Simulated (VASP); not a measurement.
YIn:

```
CELL_PARAMETERS angstrom
3.76743 0.00000 0.00000
0.00000 3.76743 0.00000
0.00000 0.00000 3.76743
ATOMIC_POSITIONS crystal
Y 0.50000 0.50000 0.50000
In 0.00000 0.00000 0.00000
```

| Item | Value |
| --- | --- |
| Program | VASP 6.6.1 |
| Task | relaxation of cell and atoms |
| Functional | LDA |
| Potentials or basis | VASP PAW LDA potentials, release 64 (Y_sv, In_d) |
| Cutoff | 600 eV |
| k mesh | 12 × 12 × 12 |
| Occupations | gaussian, width 0.1 eV |
| Spin | no spin polarisation |

At the start: pressure -4.8 GPa; volume 26.74 Å³/atom.

Problem. How do energy, volume and symmetry change on relaxing?

Solution. Over 3 steps the energy falls by 34.7 meV/atom and the volume is 24.60 Å³/atom (-8.0 %); space group Pm-3m (No. 221, to 0.05 Å).

Step by step:
| step | energy change (eV) | largest force (eV/Å) | pressure (GPa) | volume (Å³) |
| --- | --- | --- | --- | --- |
| 1 | 0.0000 | 0.0000 | -4.84 | 53.47 |
| 2 | -0.0553 | 0.0000 | 2.68 | 47.46 |
| 3 | -0.0693 | 0.0000 | -0.01 | 49.20 |

Final structure:
```yaml
crystal:
  lattice:
    - [3.66424, 0.00000, 0.00000]
    - [0.00000, 3.66424, 0.00000]
    - [0.00000, 0.00000, 3.66424]
  atoms:
    - { symbol: Y, position: [0.50000, 0.50000, 0.50000] }
    - { symbol: In, position: [0.00000, 0.00000, 0.00000] }
```
